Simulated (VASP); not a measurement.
Write the native input for VASP 6.6.1 that does the following.

- Task: single point
- Functional: PBE
- Dispersion: D3(BJ)
- Potentials or basis: VASP PAW PBE potentials, release 64 (Sn_d, Se)
- Cutoff: 520 eV
- k mesh: 9 × 9 × 6
- Occupations: gaussian, width 0.02 eV
- Spin: no spin polarisation
- Dipole correction: no
- Further INCAR settings: ALGO = Normal; EDIFF = 1e-06; NBANDS = 20

The structure of SnSe2 lies in POSCAR:

```
SnSe2
1.0
    3.8400588335      0.0000000000      0.0000000000
   -1.9200294167      3.3255885018      0.0000000000
    0.0000000000      0.0000000000      6.0097292652
Sn Se
1 2
Direct
    0.0000000000      0.0000000000      0.0000000000
    0.3333333333      0.6666666667      0.2651382426
    0.6666666667      0.3333333333      0.7348617574
```

The input as run:

INCAR

```
  PREC = Accurate
  ENCUT = 520
  EDIFF = 1E-6
  ISMEAR = 0
  SIGMA = 0.02
  LREAL = False
  LASPH = True
  NELM = 100
  ALGO = Normal
  ISIF = 2
  LWAVE = False
  LCHARG = False
  GGA = PE
  IVDW = 12
  NBANDS = 20
```

KPOINTS

```
Automatic mesh
0
Gamma
  9 9 6
```

Potentials or basis: VASP PAW PBE potentials, release 64 (Sn_d, Se).

Run with:

```console
$ cat potpaw_PBE.64/Sn_d/POTCAR potpaw_PBE.64/Se/POTCAR > POTCAR
$ mpirun -np 1 vasp_std > vasp.out
```

Results of the run:

```yaml
Pressure: 0.1 GPa
Largest_force: 0.013 eV/Å
Band_gap_on_the_k_mesh: 0.38 eV, indirect (least direct gap 0.81 eV)
Dispersion_energy_per_atom: -0.364 eV
```

Caveat: spin-orbit coupling is left out, which moves the levels of the heavy elements.

Run time: 36 s on 1 thread of Intel(R) Xeon(R) 6975P-C (Granite Rapids), with other jobs on the host, peak memory 0.26 GiB.
